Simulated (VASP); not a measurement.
# Mo (P6/mmm) in VASP: settings compared

The runs below take Mo through single point, relaxation of shape and atoms at fixed volume, with PBE+U, PBE.

Program: VASP 6.6.1. These are calculated values, not measurements. Logs are shortened: lines on timing, memory, paths and dates and some standing lists are left out, and cuts for length are marked.

## 1. The cell of the first run

The structure is hexagonal, space group P6/mmm (No. 191). Conventional cell: a = 2.772 Å, b = 2.772 Å, c = 2.524 Å, α = 90.00°, β = 90.00°, γ = 120.00°. Mo (site symmetry 6/mmm) has 8 Mo at 2.52 to 2.77 Å within 3.3 Å.

This isn't the form of Mo at room conditions, which is bcc.

## 2. Single point, PBE+U

INCAR reads:

```
PREC     = Accurate       # precision mode
ENCUT    = 520            # plane-wave cutoff, eV
EDIFF    = 1E-6           # SCF threshold, eV
ISMEAR   = -1             # smearing method
SIGMA    = 0.08           # smearing width, eV
LREAL    = False          # projectors in reciprocal space
LASPH    = True           # aspherical terms in the spheres
NELM     = 150            # most SCF steps
ALGO     = Normal         # electronic algorithm
ISIF     = 2              # what is computed and relaxed
LWAVE    = False          # write WAVECAR
LCHARG   = False          # write CHGCAR
LMAXMIX  = 4              # l up to which the mixer works
LDAU     = True           # DFT+U
LDAUTYPE = 2            
LDAUL    = 2              # shell
LDAUU    = 6              # U, eV
LDAUJ    = 0            
LDAUPRINT= 1            
GGA      = PE             # functional
NBANDS   = 13             # bands
```

KPOINTS reads:

```
regular mesh
0
Gamma
  18 18 16
```

POSCAR reads:

```
Mo
1.0
    2.7721062516      0.0000000000      0.0000000000
   -1.3860531258      2.4007144359      0.0000000000
    0.0000000000      0.0000000000      2.5241163050
Mo
1
Direct
    0.0000000000      0.0000000000      0.0000000000
```

Potentials or basis: VASP PAW PBE potentials, release 64 (Mo_sv).

Launch:

```
cat potpaw_PBE.64/Mo_sv/POTCAR > POTCAR
mpirun -np 1 vasp_std > vasp.out
```

OUTCAR:

```text
PREC = Accurate
   ENCUT = 520
   EDIFF = 1E-6
   ISMEAR = -1
   LREAL = False
   LASPH = True
   NELM = 150
   ISIF = 2
   GGA = PE

 ion  position               nearest neighbor table
   1  0.000  0.000  0.000-

  LATTYP: Found a hexagonal cell.
 ALAT       =     2.7721062516
 C/A-ratio  =     0.9105409663

  Lattice vectors:

 A1 = (   2.7721062516,   0.0000000000,   0.0000000000)
 A2 = (  -1.3860531258,   2.4007144359,   0.0000000000)
 A3 = (   0.0000000000,   0.0000000000,   2.5241163050)

Analysis of symmetry for initial positions (statically):
=====================================================================
 Subroutine PRICEL returns:
 Original cell was already a primitive cell.

 Routine SETGRP: Setting up the symmetry group for a
 hexagonal supercell.

 Subroutine GETGRP returns: Found 24 space group operations
 (whereof 24 operations were pure point group operations)
 out of a pool of 24 trial point group operations.

The static configuration has the point symmetry D_6h.

Analysis of symmetry for dynamics (positions and initial velocities):
=====================================================================
 Subroutine PRICEL returns:
 Original cell was already a primitive cell.

 Routine SETGRP: Setting up the symmetry group for a
 hexagonal supercell.

 Subroutine GETGRP returns: Found 24 space group operations
 (whereof 24 operations were pure point group operations)
 out of a pool of 24 trial point group operations.

The dynamic configuration has the point symmetry D_6h.

 Subroutine INISYM returns: Found 24 space group operations
 (whereof 24 operations are pure point group operations),
 and found     1 'primitive' translations

----------------------------------------------------------------------------------------

                                     Primitive cell

[... 147 lines left out ...]
  0.0000  0.0000  0.0000  0.2286 -0.0000
 -0.0000  0.0000  0.0000 -0.0000  0.4411

 occupancies and eigenvectors

  o =  0.2286  v =  0.0000  0.0000  0.0000 -1.0000 -0.0000  0.0000  0.0000  0.0000  0.0000  0.0000      0.0000  0.0000  0.0000  0.0000  0.0000  0.0000  0.0000  0.0000  0.0000  0.0000
  o =  0.2286  v =  0.0000  0.0000  0.0000  0.0000  0.0000  0.0000  0.0000  0.0000 -1.0000 -0.0000      0.0000  0.0000  0.0000  0.0000  0.0000  0.0000  0.0000  0.0000  0.0000  0.0000
  o =  0.2286  v =  0.0000  1.0000  0.0000  0.0000 -0.0000  0.0000  0.0000  0.0000  0.0000  0.0000      0.0000  0.0000  0.0000  0.0000  0.0000  0.0000  0.0000  0.0000  0.0000  0.0000
  o =  0.2286  v =  0.0000  0.0000  0.0000  0.0000  0.0000  0.0000  1.0000  0.0000  0.0000 -0.0000      0.0000  0.0000  0.0000  0.0000  0.0000  0.0000  0.0000  0.0000  0.0000  0.0000
  o =  0.4411  v =  0.0000  0.0000  0.0000  0.0000  0.0000  0.0000 -0.0000  0.0000  0.0000 -1.0000      0.0000  0.0000  0.0000  0.0000  0.0000  0.0000  0.0000  0.0000  0.0000  0.0000
  o =  0.4411  v =  0.0000 -0.0000  0.0000  0.0000 -1.0000  0.0000  0.0000  0.0000  0.0000  0.0000      0.0000  0.0000  0.0000  0.0000  0.0000  0.0000  0.0000  0.0000  0.0000  0.0000
  o =  0.4411  v =  1.0000  0.0000  0.0000  0.0000  0.0000  0.0000  0.0000  0.0000  0.0000  0.0000      0.0000  0.0000  0.0000  0.0000  0.0000  0.0000  0.0000  0.0000  0.0000  0.0000
  o =  0.4411  v =  0.0000  0.0000  0.0000  0.0000  0.0000  1.0000  0.0000  0.0000  0.0000  0.0000      0.0000  0.0000  0.0000  0.0000  0.0000  0.0000  0.0000  0.0000  0.0000  0.0000
  o =  0.6328  v =  0.0000  0.0000  0.0000  0.0000  0.0000  0.0000 -0.0000  1.0000  0.0000  0.0000      0.0000  0.0000  0.0000  0.0000  0.0000  0.0000  0.0000  0.0000  0.0000  0.0000
  o =  0.6328  v =  0.0000 -0.0000  1.0000  0.0000  0.0000  0.0000  0.0000  0.0000  0.0000  0.0000      0.0000  0.0000  0.0000  0.0000  0.0000  0.0000  0.0000  0.0000  0.0000  0.0000

 number of electron      14.0000001 magnetization

 Free energy of the ion-electron system (eV)
  ---------------------------------------------------
  ext. energy  EPLUGINS =         0.00000000
  ---------------------------------------------------
  free energy    TOTEN  =        -3.25206641 eV

  energy without entropy =       -3.23533257  energy(sigma->0) =       -3.24369949

 E-fermi :  11.8492     XC(G=0): -12.9201

 val. band max:       11.8457582316   @ k =   0.1111   0.0556   0.2500
 cond. band min:      11.8669764193   @ k =   0.3889   0.0556   0.5000
 fundamental gap:      0.0212181877
 Fermi energy:        11.8492218133

 k-point     1 :       0.0000    0.0000    0.0000
  band No.  band energies     occupation
      1     -49.8769      2.00000
      2     -23.1912      2.00000
      3     -23.1912      2.00000
      4     -23.0607      2.00000
      5       4.6202      2.00000
      6       6.1330      2.00000
      7      10.7141      2.00000
      8      10.7141      2.00000
      9      16.9111      0.00000
     10      16.9111      0.00000
     11      24.2247      0.00000
     12      27.6975      0.00000
     13      31.3738      0.00000
[... 354 lines left out ...]
  band No.  band energies     occupation
      1     -49.6866      2.00000
      2     -24.3270      2.00000
      3     -23.5565      2.00000
      4     -22.9312      2.00000
      5       7.2342      2.00000
      6       7.2609      2.00000
      7      11.3216      1.99727
      8      14.1668      0.00000
      9      16.0521      0.00000
     10      16.1923      0.00000
     11      20.9653      0.00000
     12      23.6260      0.00000
     13      28.9565      0.00000

 [... further k-points ...]

------------------------ aborting loop because EDIFF is reached ----------------------------------------

  FORCE on cell =-STRESS in cart. coord.  units (eV):
  Direction    XX          YY          ZZ          XY          YZ          ZX
  --------------------------------------------------------------------------------------
  -------------------------------------------------------------------------------------
  Total        0.3552085      0.3552085      3.7546382      0.0000000      0.0000000      0.0000000
  in kB       33.8792801     33.8792801    358.1120536      0.0000000      0.0000000      0.0000000
  external PRESSURE =     141.9568713 kB  Pullay stress =       0.0000000 kB

 VOLUME and BASIS-vectors are now :
 -----------------------------------------------------------------------------
  energy-cutoff  :      520.00
  volume of cell :       16.80
      direct lattice vectors                 reciprocal lattice vectors
     2.772106252  0.000000000  0.000000000     0.360736534  0.208271335  0.000000000
    -1.386053126  2.400714436  0.000000000     0.000000000  0.416542670  0.000000000
     0.000000000  0.000000000  2.524116305     0.000000000  0.000000000  0.396178258

 POSITION                                       TOTAL-FORCE (eV/Angst)
 -----------------------------------------------------------------------------------
      0.00000      0.00000      0.00000        -0.000000      0.000000      0.000000
 -----------------------------------------------------------------------------------
    total drift:                                0.000000      0.000000      0.000000

  FREE ENERGIE OF THE ION-ELECTRON SYSTEM (eV)
  ---------------------------------------------------
  free  energy   TOTEN  =        -3.2520664058 eV

  energy  without entropy=       -3.2353325725  energy(sigma->0) =       -3.24369949
```

stdout:

```text
POSCAR found type information on POSCAR Mo
 POSCAR found :  1 types and       1 ions
 scaLAPACK will be used
 LDA part: xc-table for (Slater+PW92), standard interpolation
 POSCAR, INCAR and KPOINTS ok, starting setup
 FFT: planning ... GRIDC
 FFT: planning ... GRID_SOFT
 FFT: planning ... GRID
 WAVECAR not read
 entering main loop
```

Wall time 2.1 min (1 thread of Intel Xeon 8259CL, shared host); peak memory 0.19 GiB.

Results:

```yaml
Free_energy: -3.2521 eV
Pressure: 14.2 GPa
Band_gap_on_the_k_mesh: zero (bands 7 and 8 overlap by 1.91 eV)
```

Levels at points of the mesh, in eV from the Fermi level:
```tsv
k point	band 3	band 4	band 5	band 6	band 7	band 8	band 9	band 10	band 11	band 12
(0.00, 0.00, 0.00)	-35.04	-34.91	-7.23	-5.72	-1.14	-1.14	5.06	5.06	12.38	15.85
(0.50, 0.00, 0.00)	-35.32	-34.78	-5.09	-4.59	0.39	2.16	3.89	4.44	9.12	12.55
(0.00, 0.00, 0.50)	-34.86	-34.86	-4.37	-0.34	-0.22	-0.22	1.41	1.41	9.32	15.75
(0.50, 0.00, 0.50)	-35.98	-35.12	-4.67	-3.46	0.16	4.29	4.73	5.92	6.69	15.64
```

Eigenvalues of the final occupation matrices:
```tsv
site	spin	trace	eigenvalues
site 1 d	1	1.97	0.23 0.23 0.44 0.44 0.63
site 1 d	2	1.97	0.23 0.23 0.44 0.44 0.63
```

Caveat: the stress differs along the axes, from 3 to 36 GPa; U without spin polarisation on a metal has little footing; the U is typed as a test and isn't derived for this compound.

## 3. Relaxation of shape and atoms at fixed volume, PBE

This run uses another cell than the first one, of 12.60 Å³/atom.

INCAR reads:

```
PREC     = Accurate       # precision mode
ENCUT    = 600            # plane-wave cutoff, eV
EDIFF    = 1E-6           # SCF threshold, eV
ISMEAR   = -1             # smearing method
SIGMA    = 0.08           # smearing width, eV
LREAL    = F              # projectors in reciprocal space
LASPH    = T              # aspherical terms in the spheres
NELM     = 80             # most SCF steps
ALGO     = Normal         # electronic algorithm
ISIF     = 4              # what is computed and relaxed
LWAVE    = F              # write WAVECAR
LCHARG   = F              # write CHGCAR
GGA      = PE             # functional
IBRION   = 2              # ionic algorithm
NSW      = 50             # ionic steps
EDIFFG   = -0.005         # ionic threshold
```

KPOINTS is that of step 2.

POSCAR reads:

```
Mo
1.0
    2.5186256776      0.0000000000      0.0000000000
   -1.2593128388      2.1811938194      0.0000000000
    0.0000000000      0.0000000000      2.2933118582
Mo
1
Direct
    0.0000000000      0.0000000000      0.0000000000
```

Potentials or basis: VASP PAW PBE potentials, release 64 (Mo_sv).

Launch:

```
cat potpaw_PBE.64/Mo_sv/POTCAR > POTCAR
mpirun -np 1 vasp_std > vasp.out
```

It took 2.9 min on 1 thread of Intel Xeon 8259CL, shared host; peak memory 0.17 GiB.

Results (log left out):

- Free energy: -8.9355 eV
- Energy gained by relaxing: 0.4 meV/atom
- Ionic steps: 4
- Pressure after relaxing: 109.1 GPa
- Band gap on the k mesh: zero (bands 7 and 8 overlap by 3.20 eV)

The path:
```tsv
step	energy change (eV)	largest force (eV/Å)	pressure (GPa)	volume (Å³)
1	0.0000	0.0000	109.20	12.60
2	0.0011	0.0000	108.94	12.60
3	-0.0004	0.0000	109.10	12.60
4	-0.0004	0.0000	109.11	12.60
```

Final structure:
```xyz
1
Lattice="2.5148 0.0000 0.0000 -1.2574 2.1779 0.0000 0.0000 0.0000 2.3003" Properties=species:S:1:pos:R:3 pbc="T T T"
Mo    0.0000    0.0000    0.0000
```

Levels at points of the mesh, in eV from the Fermi level:
```csv
k point,band 4,band 5,band 6,band 7,band 8,band 9,band 10,band 11
"(0.00, 0.00, 0.00)",-33.37,-7.40,-6.01,-1.52,-1.52,6.13,6.13,12.86
"(0.50, 0.00, 0.00)",-33.03,-6.75,-3.98,1.58,2.09,5.14,6.14,13.96
"(0.00, 0.00, 0.50)",-33.36,-3.91,-0.17,-0.17,0.72,0.72,0.72,15.16
"(0.50, 0.00, 0.50)",-33.97,-7.78,-4.53,-1.13,6.78,7.33,9.00,10.30
```

## 4. Relaxation of shape and atoms at fixed volume, PBE

This run uses another cell than the first one, of 14.28 Å³/atom.

INCAR reads:

```
PREC = Accurate
ENCUT = 600
EDIFF = 1E-6
ISMEAR = -1
SIGMA = 0.08
LREAL = F
LASPH = T
NELM = 100
ALGO = Normal
ISIF = 4
LWAVE = F
LCHARG = F
GGA = PE
IBRION = 2
NSW = 50
EDIFFG = -0.005
```

KPOINTS reads:

```
Automatic mesh
0
Gamma
  18 18 16
```

POSCAR reads:

```
Mo
1.0
    2.6259282022      0.0000000000      0.0000000000
   -1.3129641011      2.2741205316      0.0000000000
    0.0000000000      0.0000000000      2.3910152027
Mo
1
Direct
    0.0000000000      0.0000000000      0.0000000000
```

Launch:

```
cat potpaw_PBE.64/Mo_sv/POTCAR > POTCAR
mpirun -np 1 vasp_std > vasp.out
```

Run time: 2.8 min. Hardware: 1 thread of Intel Xeon 8259CL, shared host; peak memory 0.19 GiB.

The run converged. Its results:

```
Free energy               : -9.7323 eV
Energy gained by relaxing : 0.0 meV/atom
Ionic steps               : 3
Pressure after relaxing   : 48.0 GPa
Band gap on the k mesh    : zero (bands 7 and 8 overlap by 2.66 eV)
```

Final structure:
```
Mo
1.0
     2.62497    0.00000    0.00000
    -1.31249    2.27329    0.00000
     0.00000    0.00000    2.39276
Mo
1
Direct
  0.00000 0.00000 0.00000
```

Levels at points of the mesh, in eV from the Fermi level:
| k point | band 3 | band 4 | band 5 | band 6 | band 7 | band 8 | band 9 | band 10 | band 11 |
| --- | --- | --- | --- | --- | --- | --- | --- | --- | --- |
| (0.00, 0.00, 0.00) | -34.03 | -33.72 | -7.15 | -5.20 | -1.19 | -1.19 | 5.21 | 5.21 | 12.92 |
| (0.50, 0.00, 0.00) | -34.50 | -33.50 | -5.79 | -3.67 | 1.47 | 1.52 | 4.41 | 5.21 | 11.97 |
| (0.00, 0.00, 0.50) | -33.74 | -33.74 | -3.74 | -0.04 | -0.04 | 0.47 | 0.64 | 0.64 | 12.97 |
| (0.50, 0.00, 0.50) | -35.59 | -34.17 | -6.56 | -3.83 | -0.89 | 5.73 | 7.04 | 7.61 | 8.75 |

## 5. The runs side by side

```tsv
task	level	U	cell	cutoff (eV)	gap on the mesh (eV)	pressure (GPa)
single point	PBE+U	Mo d U = 6.0 eV	a = 2.772, b = 2.772, c = 2.524 Å, angles 90.0, 90.0, 120.0°, 1 atom	520	none	14.2
relaxation of shape and atoms at fixed volume	PBE	-	relaxed from a = 2.519, b = 2.519, c = 2.293 Å, angles 90.0, 90.0, 120.0°, 1 atom	600	none	109.1
relaxation of shape and atoms at fixed volume	PBE	-	relaxed from a = 2.626, b = 2.626, c = 2.391 Å, angles 90.0, 90.0, 120.0°, 1 atom	600	none	48.0
```

Alike in all rows: potentials or basis VASP PAW PBE potentials, release 64 (Mo_sv); no spin polarisation; k mesh 18 × 18 × 16; smearing fermi-dirac 0.08 eV.

Caveats: the stress differs along the axes, from 3 to 36 GPa (at least some runs); U without spin polarisation on a metal has little footing (at least some runs); the U is typed as a test and isn't derived for this compound (at least some runs).

Total energies depend on the potentials used, so only differences within one code and one set of settings carry meaning.

The gap in the log of VASP goes by the Fermi energy; the results here count the filled bands.